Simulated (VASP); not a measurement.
# Hf (P6_3/mmc) in VASP: relaxation of cell and atoms with r2SCAN

Aim: the relaxation of cell and atoms of Hf with r2SCAN.

All numbers are computed with VASP 6.6.1; they aren't measurements. Logs are shortened: lines on timing, memory, paths and dates and some standing lists are left out, and cuts for length are marked.

## (1) The cell of the first run

It takes space group P6_3/mmc (No. 194, hexagonal). The conventional cell has a = 3.197 Å, b = 3.197 Å, c = 5.058 Å, α = 90.00°, β = 90.00°, γ = 120.00°. Hf (site symmetry -6m2) has 12 Hf at 3.13 to 3.20 Å within 4.1 Å.

## (2) Relaxation of cell and atoms, r2SCAN

POSCAR reads:

```
Hf
1.0
    3.1967000000      0.0000000000      0.0000000000
   -1.5983500000      2.7684234100      0.0000000000
    0.0000000000      0.0000000000      5.0578000000
Hf
2
Direct
    0.3333333300      0.6666666700      0.2500000000
    0.6666666700      0.3333333300      0.7500000000
```

INCAR.step1 reads:

```
ALGO = Normal
EDIFF = 1E-4
ENCUT = 600
GGA = PE
ISMEAR = -1
LASPH = True
LCHARG = False
LREAL = False
LWAVE = True
NELM = 100
PREC = Accurate
SIGMA = 0.1
```

INCAR.step2 reads:

```
ALGO = Normal
EDIFF = 1E-6
EDIFFG = -0.01
ENCUT = 600
IBRION = 2
ISIF = 3
ISMEAR = -1
ISTART = 1
LASPH = True
LCHARG = False
LMIXTAU = True
LREAL = False
LWAVE = False
METAGGA = R2SCAN
NELM = 100
NSW = 60
PREC = Accurate
SIGMA = 0.1
```

KPOINTS reads:

```
k-points
0
Gamma
  15 15 8
```

Potentials or basis: VASP PAW PBE potentials, release 64 (Hf_pv).

Launch:

```bash
$ cat potpaw_PBE.64/Hf_pv/POTCAR > POTCAR
$ cp INCAR.step1 INCAR
$ mpirun -np 1 vasp_std > vasp.out
$ cp INCAR.step2 INCAR
$ mpirun -np 1 vasp_std > vasp.out
```

OUTCAR:

```text
EDIFF = 1E-6
   EDIFFG = -0.01
   ENCUT = 600
   IBRION = 2
   ISIF = 3
   ISMEAR = -1
   ISTART = 1
   LASPH = True
   LREAL = False
   METAGGA = R2SCAN
   NELM = 100
   NSW = 60
   PREC = Accurate

 ion  position               nearest neighbor table
   1  0.333  0.667  0.250-   2 3.13   2 3.13   2 3.13   2 3.13   2 3.13   2 3.13
   2  0.667  0.333  0.750-   1 3.13   1 3.13   1 3.13   1 3.13   1 3.13   1 3.13

  LATTYP: Found a hexagonal cell.
 ALAT       =     3.1967000000
 C/A-ratio  =     1.5821941377

  Lattice vectors:

 A1 = (   3.1967000000,   0.0000000000,   0.0000000000)
 A2 = (  -1.5983500000,   2.7684234100,   0.0000000000)
 A3 = (   0.0000000000,   0.0000000000,   5.0578000000)

Analysis of symmetry for initial positions (statically):
=====================================================================
 Subroutine PRICEL returns:
 Original cell was already a primitive cell.

 Routine SETGRP: Setting up the symmetry group for a
 hexagonal supercell.

 Subroutine GETGRP returns: Found 24 space group operations
 (whereof 12 operations were pure point group operations)
 out of a pool of 24 trial point group operations.

The static configuration has the point symmetry D_3d.
 The point group associated with its full space group is D_6h.

Analysis of symmetry for dynamics (positions and initial velocities):
=====================================================================
 Subroutine PRICEL returns:
 Original cell was already a primitive cell.

 Routine SETGRP: Setting up the symmetry group for a
 hexagonal supercell.

 Subroutine GETGRP returns: Found 24 space group operations
 (whereof 12 operations were pure point group operations)
 out of a pool of 24 trial point group operations.

The dynamic configuration has the point symmetry D_3d.
 The point group associated with its full space group is D_6h.

 Subroutine INISYM returns: Found 24 space group operations
 (whereof 12 operations are pure point group operations),
 and found     1 'primitive' translations

----------------------------------------------------------------------------------------

                                     Primitive cell

  volume of cell :      44.7606

  direct lattice vectors                    reciprocal lattice vectors
     3.196700000  0.000000000  0.000000000     0.312822598  0.180608211  0.000000000
    -1.598350000  2.768423410  0.000000000     0.000000000  0.361216422  0.000000000
     0.000000000  0.000000000  5.057800000     0.000000000  0.000000000  0.197714421

  length of vectors
     3.196700000  3.196700001  5.057800000     0.361216423  0.361216422  0.197714421

  position of ions in fractional coordinates (direct lattice)
     0.333333330  0.666666670  0.250000000
     0.666666670  0.333333330  0.750000000

  ion indices of the primitive-cell ions
   primitive index   ion index
                 1           1
                 2           2

----------------------------------------------------------------------------------------

 KPOINTS: k-points

Automatic generation of k-mesh.
 Grid dimensions read from file:
 generate k-points for:   15   15    8

 Generating k-lattice:

  Cartesian coordinates                     Fractional coordinates (reciprocal lattice)
     0.020854840  0.012040547  0.000000000     0.066666667 -0.000000000  0.000000000
     0.000000000  0.024081095  0.000000000     0.000000000  0.066666667  0.000000000
     0.000000000  0.000000000  0.024714303     0.000000000  0.000000000  0.125000000

  Length of vectors
     0.024081095  0.024081095  0.024714303

  Shift w.r.t. Gamma in fractional coordinates (k-lattice)
     0.000000000  0.000000000  0.000000000

 Subroutine IBZKPT returns following result:
 ===========================================

 Found    135 irreducible k-points:

 Following reciprocal coordinates:
            Coordinates               Weight
  0.000000  0.000000  0.000000      1.000000
  0.066667 -0.000000  0.000000      6.000000
  0.133333 -0.000000  0.000000      6.000000
  0.200000 -0.000000  0.000000      6.000000
  0.266667 -0.000000  0.000000      6.000000
  0.333333 -0.000000  0.000000      6.000000
[... 16 lines left out ...]
  0.333333  0.200000  0.000000     12.000000
  0.400000  0.200000  0.000000      6.000000
 [... further k-points ...]
   k-points           NKPTS =    135   k-points in BZ     NKDIM =    135   number of bands    NBANDS=     14
   number of dos      NEDOS =    301   number of ions     NIONS =      2
   total plane-waves  NPLWV =  31360
   dimension x,y,z NGX =    28 NGY =   28 NGZ =   40
   dimension x,y,z NGXF=    56 NGYF=   56 NGZF=   80
   ions per type =               2
   NGX,Y,Z   is equivalent  to a cutoff of  14.56, 14.56, 13.15 a.u.
   NGXF,Y,Z  is equivalent  to a cutoff of  29.12, 29.12, 26.30 a.u.
 SYSTEM =  unknown system
   PREC   = accura    normal or accurate (medium, high low for compatibility)
   ISTART =      1    job   : 0-new  1-cont  2-samecut
   ICHARG =      0    charge: 1-file 2-atom 10-const
   ISPIN  =      1    spin polarized calculation?
   LNONCOLLINEAR =      F non collinear calculations
   LSORBIT =      F    spin-orbit coupling
   LASPH  =      T    aspherical Exc in radial PAW
   ENCUT  =  600.0 eV  44.10 Ry    6.64 a.u.   6.38  6.38 10.10*2*pi/ulx,y,z
   NELM   =    100;   NELMIN=  2; NELMDL=  0     # of ELM steps
   EDIFF  = 0.1E-05   stopping-criterion for ELM
   LREAL  =      F    real-space projection
   EDIFFG = -.1E-01   stopping-criterion for IOM
   NSW    =     60    number of steps for IOM
   IBRION =      2    ionic relax: 0-MD 1-quasi-New 2-CG
   NFREE  =      1    steps in history (QN), initial steepest desc. (CG)
   ISIF   =      3    stress and relaxation
   ISYM   =      2    0-nonsym 1-usesym 2-fastsym
   POTIM  = 0.5000    time-step for ionic-motion
   TEBEG  =    0.0;   TEEND  =   0.0 temperature during run
   PSTRESS=    0.0 pullay stress
   NELECT =      20.0000    total number of electrons
   NUPDOWN=      -1.0000    fix difference up-down
   EMIN   =  10.00;   EMAX   =-10.00  energy-range for DOS
   EFERMI =   0.00;   METHOD = LEGACY
   ISMEAR =    -1;   SIGMA  =   0.10  broadening in eV -4-tet -1-fermi 0-gaus
   EFERMI_NEDOS =   21; number of points for ismear=-14 and -15
   IALGO  =     38    algorithm
   IMIX   =      4    mixing-type and parameters
     AMIX     =   0.40;   BMIX     =  1.00
     AMIX_MAG =   1.60;   BMIX_MAG =  1.00
  volume/ion in A,a.u.               =      22.38       151.03
  Fermi-wavevector in a.u.,A,eV,Ry     =   1.251563  2.365112 21.312311  1.566411
  Thomas-Fermi vector in A             =   2.385505
   LORBIT       =      0    0 simple, 1 ext, 2 COOP (PROOUT), +10 PAW based schemes
   METAGGA = R2SCAN    functional components
   LHFCALC =     F    Hartree Fock is set to
   AEXX    =    0.0000 exact exchange contribution
   IVDW    =     0    specifies the selected vdW correction
   LEPSILON=     F    determine dielectric tensor
   LRPA    =     F    only Hartree local field effects (RPA)
 conjugate gradient relaxation of ions
 non-spin polarized calculation
  energy-cutoff  :      600.00
  volume of cell :       44.76
 maximum number of plane-waves:      1515
 NGX is ok and might be reduce to    28
   NGX = 13   NGY = 13   NGZ = 21

--------------------------------------- Ionic step        1  -------------------------------------------

 number of electron      20.0000001 magnetization

 Free energy of the ion-electron system (eV)
  ---------------------------------------------------
  ext. energy  EPLUGINS =         0.00000000
  ---------------------------------------------------
  free energy    TOTEN  =       -90.32497265 eV

  energy without entropy =      -90.27774007  energy(sigma->0) =      -90.30135636

------------------------ aborting loop because EDIFF is reached ----------------------------------------

  FORCE on cell =-STRESS in cart. coord.  units (eV):
  Direction    XX          YY          ZZ          XY          YZ          ZX
  --------------------------------------------------------------------------------------
  -------------------------------------------------------------------------------------
  Total       -0.1499880     -0.1499880     -0.2693319      0.0000000     -0.0000000      0.0000000
  in kB       -5.3687223     -5.3687223     -9.6405606      0.0000000     -0.0000000      0.0000000
  external PRESSURE =      -6.7926684 kB  Pullay stress =       0.0000000 kB

 VOLUME and BASIS-vectors are now :
 -----------------------------------------------------------------------------
  energy-cutoff  :      600.00
  volume of cell :       44.76
      direct lattice vectors                 reciprocal lattice vectors
     3.196700000  0.000000000  0.000000000     0.312822598  0.180608211  0.000000000
    -1.598350000  2.768423410  0.000000000     0.000000000  0.361216422  0.000000000
     0.000000000  0.000000000  5.057800000     0.000000000  0.000000000  0.197714421
[... 181 lines left out ...]
 POSITION                                       TOTAL-FORCE (eV/Angst)
 -----------------------------------------------------------------------------------
     -0.00000      1.84242      1.26052        -0.000000     -0.000000      0.000000
      1.59558      0.92121      3.78155         0.000000      0.000000      0.000000
 -----------------------------------------------------------------------------------
    total drift:                               -0.000002      0.000001     -0.000000

  FREE ENERGIE OF THE ION-ELECTRON SYSTEM (eV)
  ---------------------------------------------------
  free  energy   TOTEN  =       -90.3256248696 eV

  energy  without entropy=      -90.2787192763  energy(sigma->0) =      -90.30217207

--------------------------------------- Ionic step        7  -------------------------------------------

 number of electron      20.0000000 magnetization

 Free energy of the ion-electron system (eV)
  ---------------------------------------------------
  ext. energy  EPLUGINS =         0.00000000
  ---------------------------------------------------
  free energy    TOTEN  =       -90.32566466 eV

  energy without entropy =      -90.27881110  energy(sigma->0) =      -90.30223788

 E-fermi :   4.8629     XC(G=0): -12.1840

 val. band max:        4.8552373067   @ k =   0.0667   0.0667   0.0000
 cond. band min:       4.9054481399   @ k =   0.3333   0.3333   0.2500
 fundamental gap:      0.0502108332
 Fermi energy:         4.8628587576

 k-point     1 :       0.0000    0.0000    0.0000
  band No.  band energies     occupation
      1     -27.3714      2.00000
      2     -26.5894      2.00000
      3     -26.5894      2.00000
      4     -26.4561      2.00000
      5     -26.4561      2.00000
      6     -26.4543      2.00000
      7      -2.9016      2.00000
      8       1.0140      2.00000
      9       5.3232      0.01983
     10       6.2008      0.00000
     11       6.2008      0.00000
     12       6.5410      0.00000
     13       7.0876      0.00000
     14       7.0876      0.00000

 k-point     2 :       0.0667   -0.0000    0.0000
  band No.  band energies     occupation
      1     -27.3592      2.00000
      2     -26.6152      2.00000
      3     -26.5981      2.00000
      4     -26.4835      2.00000
      5     -26.4598      2.00000
      6     -26.4594      2.00000
      7      -2.7612      2.00000
      8       1.1497      2.00000
      9       5.1555      0.10175
     10       5.8180      0.00014
[... 362 lines left out ...]
 k-point    24 :       0.4000    0.2000    0.0000
  band No.  band energies     occupation
      1     -27.1255      2.00000
      2     -26.9740      2.00000
      3     -26.9206      2.00000
      4     -26.8787      2.00000
      5     -26.7366      2.00000
      6     -26.6806      2.00000
      7       2.1329      2.00000
      8       2.6307      2.00000
      9       2.7772      2.00000
     10       3.4509      2.00000
     11       5.3815      0.01112
     12       5.5918      0.00136
     13       6.9183      0.00000
     14      10.2562      0.00000

 [... further k-points ...]
[... 5 lines left out ...]
  --------------------------------------------------------------------------------------
  -------------------------------------------------------------------------------------
  Total        0.0069046      0.0069046      0.0061686      0.0000000      0.0000000      0.0000000
  in kB        0.2487140      0.2487140      0.2222011      0.0000000      0.0000000      0.0000000
  external PRESSURE =       0.2398763 kB  Pullay stress =       0.0000000 kB

 VOLUME and BASIS-vectors are now :
 -----------------------------------------------------------------------------
  energy-cutoff  :      600.00
  volume of cell :       44.48
      direct lattice vectors                 reciprocal lattice vectors
     3.193090509 -0.000000000  0.000000000     0.313176215  0.180812372  0.000000000
    -1.596545254  2.765297499  0.000000000    -0.000000000  0.361624744  0.000000000
     0.000000000 -0.000000000  5.037261237    -0.000000000 -0.000000000  0.198520576

 POSITION                                       TOTAL-FORCE (eV/Angst)
 -----------------------------------------------------------------------------------
     -0.00000      1.84353      1.25932        -0.000000      0.000000      0.000000
      1.59655      0.92177      3.77795         0.000000     -0.000000      0.000000
 -----------------------------------------------------------------------------------
    total drift:                               -0.000002      0.000001     -0.000000

  FREE ENERGIE OF THE ION-ELECTRON SYSTEM (eV)
  ---------------------------------------------------
  free  energy   TOTEN  =       -90.3256646566 eV

  energy  without entropy=      -90.2788111026  energy(sigma->0) =      -90.30223788

 reached required accuracy - stopping structural energy minimisation
```

Wall time 14 min (1 thread of Intel Xeon 6975P-C (Granite Rapids), shared host); peak memory 0.25 GiB.

Results:

| Item | Value |
| --- | --- |
| Free energy | -90.3257 eV |
| Relaxed volume | 22.24 Å³/atom |
| Relaxed cell | a = 3.193 Å, b = 3.193 Å, c = 5.037 Å, α = 90.00°, β = 90.00°, γ = 120.00° |
| Space group after relaxing (to 0.1 Å) | P6_3/mmc (No. 194) |
| Energy gained by relaxing | 0.3 meV/atom |
| Ionic steps | 7 |
| Pressure after relaxing | 0.0 GPa |
| Band gap on the k mesh | zero (bands 10 and 11 overlap by 1.75 eV) |

Step by step:
```csv
step,energy change (eV),largest force (eV/Å),pressure (GPa),volume (Å³)
1,0.0000,0.0000,-0.68,44.76
2,0.0002,0.0000,0.87,44.15
3,-0.0007,0.0000,0.02,44.48
4,-0.0007,0.0000,0.02,44.47
5,-0.0004,0.0000,0.45,44.31
6,-0.0007,0.0000,0.05,44.47
7,-0.0007,0.0000,0.02,44.48
```

Final structure:
```cif
data_structure
_symmetry_space_group_name_H-M 'P 1'
_symmetry_Int_Tables_number 1
_cell_length_a 3.1931
_cell_length_b 3.1931
_cell_length_c 5.0373
_cell_angle_alpha 90.000
_cell_angle_beta 90.000
_cell_angle_gamma 120.000
_cell_volume 44.48
loop_
_atom_site_label
_atom_site_type_symbol
_atom_site_fract_x
_atom_site_fract_y
_atom_site_fract_z
_atom_site_occupancy
Hf1 Hf 0.33333 0.66667 0.25000 1
Hf2 Hf 0.66667 0.33333 0.75000 1
```

Caveat: the PAW data sets were made with another functional, which shifts forces and pressure a little; spin-orbit coupling is left out, which moves the levels of the heavy elements.

The gap in the log of VASP goes by the Fermi energy; the results here count the filled bands.